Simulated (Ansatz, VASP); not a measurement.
**MnO in VASP and in Ansatz**

The input POSCAR:

```
MnO
1.0
    0.0000000000      2.2040000000      2.2040000000
    2.2040000000      0.0000000000      2.2040000000
    4.4080000000      4.4080000000      0.0000000000
Mn O
2 2
Direct
    0.0000000000      0.0000000000      0.0000000000
    0.0000000000      0.0000000000      0.5000000000
    0.5000000000      0.5000000000      0.2500000000
    0.5000000000      0.5000000000      0.7500000000
```

File INCAR.step1:

```
SYSTEM = MnO
PREC = Accurate
ENCUT = 520
ISMEAR = -1
SIGMA = 0.05
LREAL = .FALSE.
LASPH = .TRUE.
NELM = 150
ISPIN = 2
MAGMOM = 4.5 4.5 0 0
LMAXMIX = 4
NBANDS = 31
GGA = PE
ALGO = Normal
EDIFF = 1E-4
LWAVE = .TRUE.
LCHARG = .FALSE.
```

File INCAR.step2:

```
SYSTEM = MnO
PREC = Accurate
ENCUT = 520
EDIFF = 1E-7
ISMEAR = -1
SIGMA = 0.05
LREAL = .FALSE.
LASPH = .TRUE.
NELM = 150
ALGO = Normal
ISIF = 2
LWAVE = .FALSE.
LCHARG = .FALSE.
ISPIN = 2
MAGMOM = 4.5 4.5 0 0
LORBIT = 11
LMAXMIX = 4
METAGGA = R2SCAN
LMIXTAU = .TRUE.
NBANDS = 31
ISTART = 1
```

KPOINTS

```
Automatic mesh
0
G
  8 8 4
  0 0 0
```

Input for Ansatz:

```yaml
crystal:
  lattice:
    - [0.0, 2.204, 2.204]
    - [2.204, 0.0, 2.204]
    - [4.408, 4.408, 0.0]
  atoms:
    - { symbol: Mn, position: [0.0, 0.0, 0.0], spin: 4.5 }
    - { symbol: Mn, position: [0.0, 0.0, 0.5], spin: 4.5 }
    - { symbol: O, position: [0.5, 0.5, 0.25] }
    - { symbol: O, position: [0.5, 0.5, 0.75] }
magnetization:
  spin_polarized: true
hamiltonian:
  xc: r2scan
  pseudopotentials: { kind: paw }
basis:
  ecutwfc: 500
kpoints:
  mp_grid: { grid: [8, 8, 4] }
scf:
  occupations: { method: fermi_dirac, width: 0.05 }
  lower_state_search: "off"
output:
  forces: true
  stress: true
```

Alike in both runs: task single point; functional r2SCAN; k mesh 8 × 8 × 4; occupations fermi-dirac, width 0.05 eV; collinear spin.

```csv
,VASP,Ansatz
version,VASP 6.6.1,Ansatz 0.2.0
potentials or method,"VASP PAW PBE potentials, release 64 (Mn_pv, O), cutoff 520 eV","PAW, plane waves, scalar-relativistic"
valence electrons in the cell,38,42
```

```tsv
	VASP	Ansatz	Ansatz less VASP
pressure (GPa)	5.1	4.8	-0.24
net moment per atom (μB)	2.49	2.49	0.000
size of the moment on the site where the two differ most (μB)	4.53	4.24	-0.292
```

VASP's potentials were made for PBE, not for r2SCAN. Site moments also hang on the region over which each program counts them. With one functional, cell and mesh, what is left measures potentials, basis and numerics. VASP's potentials hold 38 valence electrons a cell and Ansatz's 42, so a difference there can come from the potentials and not from the codes. Ansatz's warnings: stability check not made.
